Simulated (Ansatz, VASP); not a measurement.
## MnS in VASP and in Ansatz

```xyz
2
Lattice="0.0000 2.4888 2.4888 2.4888 0.0000 2.4888 2.4888 2.4888 0.0000" Properties=species:S:1:pos:R:3 pbc="T T T"
Mn    0.0000    0.0000    0.0000
S     1.2444    1.2444    1.2444
```

Alike in both runs: task single point; functional PBE; k mesh 10 × 10 × 10; occupations gaussian, width 0.05 eV; no spin polarisation.

|  | VASP | Ansatz |
| --- | --- | --- |
| version | VASP 6.6.1 | Ansatz 0.2.0 |
| potentials or method | VASP PAW PBE potentials, release 64 (Mn_pv, S), cutoff 520 eV | scalar-relativistic, plane waves, PAW |
| valence electrons in the cell | 19 | 21 |

```tsv
	VASP	Ansatz	Ansatz less VASP
gap on the k mesh at the Fermi level (eV)	none	none	-
pressure (GPa)	0.2	0.1	-0.10
```

A gap of «none» marks a metal or a gap that the smearing closes. With one functional, cell and mesh, what is left measures potentials, basis and numerics. VASP's potentials hold 19 valence electrons a cell and Ansatz's 21, so a difference there can come from the potentials and not from the codes.
